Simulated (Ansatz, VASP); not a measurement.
# Two plane-wave programs on Bi2Se3

```
Bi Se
1.0
     2.06517    1.19233    9.53991
    -2.06517    1.19233    9.53991
     0.00000   -2.38465    9.53991
Bi Se
2 3
Direct
  0.40026 0.40026 0.40026
  0.59974 0.59974 0.59974
  0.00000 0.00000 0.00000
  0.21164 0.21164 0.21164
  0.78836 0.78836 0.78836
```

Alike in both runs: functional PBEsol; k mesh 12 × 12 × 12; occupations gaussian, width 0.01 eV; no spin polarisation.

Ansatz relaxed the structure, and its values are those at the end. VASP's run is a single point on that final structure, the one shown.

```csv
,VASP,Ansatz
version,VASP 6.6.1,Ansatz 0.2.0
potentials or method,"VASP PAW PBE potentials, release 64 (Bi_d, Se), cutoff 520 eV","scalar-relativistic, plane waves, PAW"
valence electrons in the cell,48,78
```

|  | VASP | Ansatz | Ansatz less VASP |
| --- | --- | --- | --- |
| gap on the k mesh at the Fermi level (eV) | 0.12 | 0.12 | +0.002 |
| least direct gap on the mesh (eV) | 0.12 | 0.12 | +0.002 |
| pressure (GPa) | 0.0 | 0.0 | -0.05 |
| rms of the force components (eV/Å) | 0.008 | 0.001 | -0.0065 |

VASP's potentials were made for PBE, not for PBEsol. The functional is the same, so the differences come from potentials, cutoffs and numerics. VASP's potentials hold 48 valence electrons a cell and Ansatz's 78, so a difference there can come from the potentials and not from the codes.

Neither program's run includes spin-orbit coupling.
